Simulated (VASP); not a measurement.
# TiCo2 (Fd-3m) in VASP: further runs, part 2 of 2

VASP 6.6.1. Earlier steps stand in the parts before.

## 3. Single point, LDA

This run uses another cell than the first one, of 11.38 Å³/atom.

Contents of INCAR:

```
SYSTEM = TiCo2
PREC     = Accurate       ! precision mode
ENCUT    = 550            ! plane-wave cutoff, eV
EDIFF    = 1E-6           ! SCF threshold, eV
ISMEAR   = 0              ! smearing method
SIGMA    = 0.1            ! smearing width, eV
LREAL    = .FALSE.        ! projectors in reciprocal space
LASPH    = .TRUE.         ! aspherical terms in the spheres
NELM     = 300            ! most SCF steps
ALGO     = All            ! electronic algorithm
ISIF     = 2              ! what is computed and relaxed
LWAVE    = .FALSE.        ! write WAVECAR
LCHARG   = .TRUE.         ! write CHGCAR
LVHAR    = .TRUE.       
NBANDS   = 39             ! bands
GGA_COMPAT= .FALSE.      
ISEARCH  = 1            
KPAR     = 4
```

Contents of KPOINTS:

```
Automatic mesh
0
G
  10 10 10
  0 0 0
```

Contents of POSCAR:

```
TiCo2
1.0
    0.0000000000      3.2437359274      3.2437359274
    3.2437359274      0.0000000000      3.2437359274
    3.2437359274      3.2437359274      0.0000000000
Ti Co
2 4
Direct
    0.5000000000      0.5000000000      0.5000000000
    0.7500000000      0.7500000000      0.7500000000
    0.1250000000      0.1250000000      0.1250000000
    0.6250000000      0.1250000000      0.1250000000
    0.1250000000      0.1250000000      0.6250000000
    0.1250000000      0.6250000000      0.1250000000
```

Potentials or basis: VASP PAW LDA potentials, release 64 (Ti_sv, Co).

Run with:

```console
cat potpaw_LDA.64/Ti_sv/POTCAR potpaw_LDA.64/Co/POTCAR > POTCAR
mpirun -np 4 vasp_std > vasp.out
```

OUTCAR:

```text
SYSTEM = TiCo2
   PREC = Accurate
   ENCUT = 550
   EDIFF = 1E-6
   ISMEAR = 0
   LREAL = .FALSE.
   LASPH = .TRUE.
   NELM = 300
   ISIF = 2

 ion  position               nearest neighbor table
   1  0.500  0.500  0.500-   3 2.69   5 2.69   6 2.69   3 2.69   4 2.69   5 2.69   3 2.69   4 2.69
                             6 2.69   4 2.69   5 2.69   6 2.69   2 2.81   2 2.81   2 2.81   2 2.81
   2  0.750  0.750  0.750-   4 2.69   5 2.69   6 2.69   3 2.69   4 2.69   6 2.69   3 2.69   4 2.69
                             5 2.69   3 2.69   5 2.69   6 2.69   1 2.81   1 2.81   1 2.81   1 2.81
   3  0.125  0.125  0.125-   4 2.29   5 2.29   6 2.29   5 2.29   6 2.29   4 2.29   1 2.69   2 2.69
                             1 2.69   2 2.69   1 2.69   2 2.69
   4  0.625  0.125  0.125-   3 2.29   5 2.29   6 2.29   3 2.29   5 2.29   6 2.29   2 2.69   1 2.69
                             1 2.69   2 2.69   2 2.69   1 2.69
   5  0.125  0.125  0.625-   3 2.29   3 2.29   4 2.29   6 2.29   6 2.29   4 2.29   1 2.69   2 2.69
                             1 2.69   2 2.69   1 2.69   2 2.69
   6  0.125  0.625  0.125-   3 2.29   5 2.29   3 2.29   4 2.29   5 2.29   4 2.29   2 2.69   1 2.69
                             2 2.69   2 2.69   1 2.69   1 2.69

  LATTYP: Found a face centered cubic cell.
 ALAT       =     6.4874718548

  Lattice vectors:

 A1 = (   0.0000000000,   3.2437359274,   3.2437359274)
[... 196 lines left out ...]
      1     -45.3928      2.00000
      2     -45.2646      2.00000
      3     -22.1105      2.00000
      4     -22.1105      2.00000
      5     -22.1105      2.00000
      6     -21.8523      2.00000
[... 997 lines left out ...]
     38      13.2033      0.00000
     39      13.3967      0.00000

 [... further k-points ...]

------------------------ aborting loop because EDIFF is reached ----------------------------------------

  FORCE on cell =-STRESS in cart. coord.  units (eV):
  Direction    XX          YY          ZZ          XY          YZ          ZX
  --------------------------------------------------------------------------------------
  -------------------------------------------------------------------------------------
  Total       -0.2481404     -0.2481404     -0.2481404      0.0000000      0.0000000      0.0000000
  in kB       -5.8242702     -5.8242702     -5.8242702      0.0000000      0.0000000      0.0000000
  external PRESSURE =      -5.8242702 kB  Pullay stress =       0.0000000 kB

 VOLUME and BASIS-vectors are now :
 -----------------------------------------------------------------------------
  energy-cutoff  :      550.00
  volume of cell :       68.26
      direct lattice vectors                 reciprocal lattice vectors
     0.000000000  3.243735927  3.243735927    -0.154143251  0.154143251  0.154143251
     3.243735927  0.000000000  3.243735927     0.154143251 -0.154143251  0.154143251
     3.243735927  3.243735927  0.000000000     0.154143251  0.154143251 -0.154143251

 POSITION                                       TOTAL-FORCE (eV/Angst)
 -----------------------------------------------------------------------------------
      3.24374      3.24374      3.24374        -0.000000     -0.000000     -0.000000
      4.86560      4.86560      4.86560         0.000000      0.000000      0.000000
      0.81093      0.81093      0.81093         0.000000      0.000000     -0.000000
      0.81093      2.43280      2.43280         0.000000     -0.000000      0.000000
      2.43280      2.43280      0.81093         0.000000     -0.000000     -0.000000
      2.43280      0.81093      2.43280         0.000000     -0.000000      0.000000
 -----------------------------------------------------------------------------------
    total drift:                                0.000000      0.000000      0.000000

  FREE ENERGIE OF THE ION-ELECTRON SYSTEM (eV)
  ---------------------------------------------------
  free  energy   TOTEN  =       -52.1139197831 eV

  energy  without entropy=      -52.0741315973  energy(sigma->0) =      -52.09402569
```

OSZICAR:

```text
N       E                     dE             d eps       ncg     rms           ort
DAV:   1     0.605442504838E+03    0.60544E+03   -0.30745E+04  1833   0.231E+03
DAV:   2     0.116025833858E+02   -0.59384E+03   -0.57651E+03  1833   0.517E+02
DAV:   3    -0.530004213387E+02   -0.64603E+02   -0.61534E+02  1833   0.183E+02
DAV:   4    -0.598075978708E+02   -0.68072E+01   -0.66743E+01  1833   0.450E+01
DAV:   5    -0.601034117982E+02   -0.29581E+00   -0.29570E+00  1833   0.833E+00
SDA:   6    -0.372114887471E+02    0.22892E+02   -0.29570E+00  1833   0.148E+03   0.000E+00
CGA:   7    -0.482684202684E+02   -0.11057E+02   -0.10859E+02  1833   0.222E+02   0.141E+01
CGA:   8    -0.506827094107E+02   -0.24143E+01   -0.21273E+01  1833   0.328E+01   0.164E+01
CGA:   9    -0.515487060645E+02   -0.86600E+00   -0.88817E+00  1833   0.238E+01  -0.181E+00
CGA:  10    -0.517868897475E+02   -0.23818E+00   -0.23477E+00  1833   0.164E+01   0.164E-01
CGA:  11    -0.519866928190E+02   -0.19980E+00   -0.19942E+00  1833   0.340E+00  -0.132E-02
CGA:  12    -0.520571758452E+02   -0.70483E-01   -0.70431E-01  1833   0.187E+00   0.169E-02
[... 24 lines left out ...]
CGA:  37    -0.521139190813E+02   -0.11777E-05   -0.11784E-05  1833   0.216E-05   0.166E-08
CGA:  38    -0.521139197831E+02   -0.70182E-06   -0.70199E-06  1833   0.371E-05  -0.373E-08
   1 F= -.52113920E+02 E0= -.52094026E+02  d E =-.397882E-01
```

Run time: 91 s. Hardware: 4 MPI ranks of Intel Xeon 6975P-C (Granite Rapids), shared host; peak memory 0.35 GiB.

What came out:

```
Free energy            : -52.1139 eV
Pressure               : -0.6 GPa
Band gap on the k mesh : zero (bands 30 and 31 overlap by 0.81 eV)
```

Caveat: the run has no spin polarisation, though such a crystal can be magnetic.

## 4. Single point, LDA

This run uses another cell than the first one, of 11.42 Å³/atom.

Contents of INCAR:

```
SYSTEM = TiCo2
PREC = Accurate ; ENCUT = 550
EDIFF = 1E-6 ; ISMEAR = -1
SIGMA = 0.15 ; LREAL = .False.
LASPH = .True. ; NELM = 300
ALGO = All ; ISIF = 2
LWAVE = .False. ; LCHARG = .False.
NBANDS = 39 ; GGA_COMPAT = .False.
ISEARCH = 1 ; KPAR = 4
```

Contents of KPOINTS:

```
regular mesh
0
Gamma
  10 10 10
  0 0 0
```

POSCAR: that of step 3 with these lines changed.

```diff
@@ -2,5 +2,5 @@
 1.0
-    0.0000000000      3.2437359274      3.2437359274
-    3.2437359274      0.0000000000      3.2437359274
-    3.2437359274      3.2437359274      0.0000000000
+    0.0000000000      3.2474172319      3.2474172319
+    3.2474172319      0.0000000000      3.2474172319
+    3.2474172319      3.2474172319      0.0000000000
 Ti Co
```

Potentials or basis: VASP PAW LDA potentials, release 64 (Ti_sv, Co).

Run with:

```console
cat potpaw_LDA.64/Ti_sv/POTCAR potpaw_LDA.64/Co/POTCAR > POTCAR
mpirun -np 4 vasp_std > vasp.out
```

OUTCAR:

```text
SYSTEM = TiCo2
   PREC = Accurate
   ENCUT = 550
   EDIFF = 1E-6
   ISMEAR = -1
   LREAL = .False.
   LASPH = .True.
   NELM = 300
   ISIF = 2

 ion  position               nearest neighbor table
   1  0.500  0.500  0.500-   3 2.69   4 2.69   5 2.69   6 2.69   4 2.69   5 2.69   3 2.69   4 2.69
                             6 2.69   5 2.69   6 2.69   3 2.69   2 2.81   2 2.81   2 2.81   2 2.81
   2  0.750  0.750  0.750-   4 2.69   5 2.69   6 2.69   3 2.69   4 2.69   6 2.69   3 2.69   4 2.69
                             5 2.69   3 2.69   5 2.69   6 2.69   1 2.81   1 2.81   1 2.81   1 2.81
   3  0.125  0.125  0.125-   4 2.30   5 2.30   6 2.30   5 2.30   6 2.30   4 2.30   1 2.69   2 2.69
                             1 2.69   2 2.69   1 2.69   2 2.69
   4  0.625  0.125  0.125-   3 2.30   5 2.30   6 2.30   3 2.30   5 2.30   6 2.30   1 2.69   2 2.69
                             2 2.69   1 2.69   2 2.69   1 2.69
   5  0.125  0.125  0.625-   3 2.30   3 2.30   4 2.30   6 2.30   6 2.30   4 2.30   1 2.69   2 2.69
                             1 2.69   2 2.69   1 2.69   2 2.69
   6  0.125  0.625  0.125-   3 2.30   5 2.30   3 2.30   4 2.30   5 2.30   4 2.30   1 2.69   2 2.69
                             1 2.69   2 2.69   1 2.69   2 2.69

  LATTYP: Found a face centered cubic cell.
 ALAT       =     6.4948344638

  Lattice vectors:

 A1 = (   0.0000000000,   3.2474172319,   3.2474172319)
 A2 = (   3.2474172319,   0.0000000000,   3.2474172319)
 A3 = (   3.2474172319,   3.2474172319,   0.0000000000)

Analysis of symmetry for initial positions (statically):
=====================================================================
 Subroutine PRICEL returns:
 Original cell was already a primitive cell.

 Routine SETGRP: Setting up the symmetry group for a
 face centered cubic supercell.

 Subroutine GETGRP returns: Found 48 space group operations
 (whereof 24 operations were pure point group operations)
 out of a pool of 48 trial point group operations.

The static configuration has the point symmetry T_d .
 The point group associated with its full space group is O_h .

Analysis of symmetry for dynamics (positions and initial velocities):
=====================================================================
 Subroutine PRICEL returns:
[... 144 lines left out ...]
   LHFCALC =     F    Hartree Fock is set to
   AEXX    =    0.0000 exact exchange contribution
   IVDW    =     0    specifies the selected vdW correction
   LEPSILON=     F    determine dielectric tensor
   LRPA    =     F    only Hartree local field effects (RPA)
 non-spin polarized calculation
  energy-cutoff  :      550.00
  volume of cell :       68.49
 maximum number of plane-waves:      2044
   NGX = 17   NGY = 17   NGZ = 17

 number of electron      60.0000014 magnetization

 Free energy of the ion-electron system (eV)
  ---------------------------------------------------
  ext. energy  EPLUGINS =         0.00000000
  ---------------------------------------------------
  free energy    TOTEN  =       -52.38450240 eV

  energy without entropy =      -51.79464226  energy(sigma->0) =      -52.08957233

 E-fermi :  10.8713     XC(G=0): -13.6269

 val. band max:       10.8688628357   @ k =   0.5000   0.5000   0.0000
 cond. band min:      10.8718648588   @ k =   0.5000   0.4000   0.1000
 fundamental gap:      0.0030020231
 Fermi energy:        10.8712813919

 k-point     1 :       0.0000    0.0000    0.0000
  band No.  band energies     occupation
      1     -45.4155      2.00000
      2     -45.2890      2.00000
      3     -22.1327      2.00000
      4     -22.1327      2.00000
      5     -22.1327      2.00000
      6     -21.8771      2.00000
[... 997 lines left out ...]
     38      13.1595      0.00000
     39      13.3888      0.00000

 [... further k-points ...]

------------------------ aborting loop because EDIFF is reached ----------------------------------------

  FORCE on cell =-STRESS in cart. coord.  units (eV):
  Direction    XX          YY          ZZ          XY          YZ          ZX
  --------------------------------------------------------------------------------------
  -------------------------------------------------------------------------------------
  Total       -0.2221740     -0.2221740     -0.2221740      0.0000000     -0.0000000      0.0000000
  in kB       -5.1970829     -5.1970829     -5.1970829      0.0000000     -0.0000000      0.0000000
  external PRESSURE =      -5.1970829 kB  Pullay stress =       0.0000000 kB

 VOLUME and BASIS-vectors are now :
 -----------------------------------------------------------------------------
  energy-cutoff  :      550.00
  volume of cell :       68.49
      direct lattice vectors                 reciprocal lattice vectors
     0.000000000  3.247417232  3.247417232    -0.153968512  0.153968512  0.153968512
     3.247417232  0.000000000  3.247417232     0.153968512 -0.153968512  0.153968512
     3.247417232  3.247417232  0.000000000     0.153968512  0.153968512 -0.153968512

 POSITION                                       TOTAL-FORCE (eV/Angst)
 -----------------------------------------------------------------------------------
      3.24742      3.24742      3.24742         0.000000      0.000000      0.000000
      4.87113      4.87113      4.87113        -0.000000     -0.000000     -0.000000
      0.81185      0.81185      0.81185        -0.000000     -0.000000     -0.000000
      0.81185      2.43556      2.43556        -0.000000     -0.000000      0.000000
      2.43556      2.43556      0.81185        -0.000000     -0.000000      0.000000
      2.43556      0.81185      2.43556        -0.000000     -0.000000     -0.000000
 -----------------------------------------------------------------------------------
    total drift:                                0.000000      0.000000      0.000000

  FREE ENERGIE OF THE ION-ELECTRON SYSTEM (eV)
  ---------------------------------------------------
  free  energy   TOTEN  =       -52.3845024021 eV

  energy  without entropy=      -51.7946097688  energy(sigma->0) =      -52.08955609
```

OSZICAR:

```text
N       E                     dE             d eps       ncg     rms           ort
DAV:   1     0.600423504367E+03    0.60042E+03   -0.30405E+04  1833   0.229E+03
DAV:   2     0.107491325153E+02   -0.58967E+03   -0.57225E+03  1833   0.513E+02
DAV:   3    -0.533451693259E+02   -0.64094E+02   -0.60922E+02  1833   0.182E+02
DAV:   4    -0.600990689246E+02   -0.67539E+01   -0.66150E+01  1833   0.450E+01
DAV:   5    -0.604008790928E+02   -0.30181E+00   -0.30173E+00  1833   0.843E+00
SDA:   6    -0.370752486142E+02    0.23326E+02   -0.30173E+00  1833   0.155E+03   0.000E+00
CGA:   7    -0.484658063125E+02   -0.11391E+02   -0.11153E+02  1833   0.222E+02   0.176E+01
CGA:   8    -0.509319152591E+02   -0.24661E+01   -0.21625E+01  1833   0.332E+01   0.173E+01
CGA:   9    -0.518003813644E+02   -0.86847E+00   -0.87970E+00  1833   0.250E+01  -0.940E-01
CGA:  10    -0.520436688655E+02   -0.24329E+00   -0.23983E+00  1833   0.166E+01   0.176E-01
CGA:  11    -0.522529418107E+02   -0.20927E+00   -0.20878E+00  1833   0.354E+00  -0.202E-02
CGA:  12    -0.523239574720E+02   -0.71016E-01   -0.70977E-01  1833   0.224E+00   0.188E-02
[... 26 lines left out ...]
CGA:  39    -0.523845019962E+02   -0.13918E-05   -0.13904E-05  1833   0.337E-05   0.994E-08
CGA:  40    -0.523845024021E+02   -0.40583E-06   -0.40541E-06  1833   0.376E-05  -0.114E-08
   1 F= -.52384502E+02 E0= -.52089556E+02  d E =-.589893E+00
```

It took 85 s on 4 MPI ranks of AMD EPYC 7R43 (Zen 3), shared host; peak memory 0.32 GiB.

Results:

```yaml
Free_energy: -52.3845 eV
Pressure: -0.5 GPa
Band_gap_on_the_k_mesh: zero (bands 30 and 31 overlap by 0.84 eV)
```

Caveat: the run has no spin polarisation, though such a crystal can be magnetic.

## 5. Summary

```tsv
cell	smearing	gap on the mesh (eV)	pressure (GPa)
a = 4.562 Å, angles 60.0°, 6 atoms	fermi-dirac 0.15 eV	none	4.6
a = 4.587 Å, angles 60.0°, 6 atoms	gaussian 0.1 eV	none	-0.6
a = 4.593 Å, angles 60.0°, 6 atoms	fermi-dirac 0.15 eV	none	-0.5
```

Alike in all rows: task single point; level LDA; potentials or basis VASP PAW LDA potentials, release 64 (Ti_sv, Co); no spin polarisation; k mesh 10 × 10 × 10; cutoff (eV) 550.

Caveats: the run has no spin polarisation, though such a crystal can be magnetic; the cell stands under pressure (at least some runs).

Total energies depend on the potentials used, so only differences within one code and one set of settings carry meaning.
